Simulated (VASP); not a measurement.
Input of a VASP 6.6.1 run:

File INCAR:

```
  PREC = Accurate
  ENCUT = 520
  EDIFF = 1E-6
  ISMEAR = 0
  SIGMA = 0.15
  LREAL = False
  LASPH = True
  NELM = 80
  ALGO = Fast
  ISIF = 2
  LWAVE = False
  LCHARG = True
  GGA = CA
  LELF = True
  LVHAR = True
  NBANDS = 11
```

The input KPOINTS:

```
Automatic mesh
0
Gamma
  22 22 22
```

POSCAR

```
Pt
1.0
    0.0000000000      1.9703341522      2.1285519846
    1.9703341522      0.0000000000      2.1285519846
    1.9703341522      1.9703341522      0.0000000000
Pt
1
Direct
    0.0000000000      0.0000000000      0.0000000000
```

Potentials or basis: VASP PAW LDA potentials, release 64 (Pt).

Launch:

```console
$ cat potpaw_LDA.64/Pt/POTCAR > POTCAR
$ mpirun -np 1 vasp_std > vasp.out
```

Question: What does it give for the band gap on the k mesh?

Answer: Zero (bands 5 and 6 overlap by 2.23 eV).

Question: Estimate the pressure.

Answer: -24.5 GPa.

Stress tensor (GPa, compression positive):
```
-22.34   0.00   0.00
  0.00 -22.34   0.00
  0.00   0.00 -28.67
```

Caveat: the stress differs along the axes, from -29 to -22 GPa; spin-orbit coupling is left out, which moves the levels of the heavy elements.
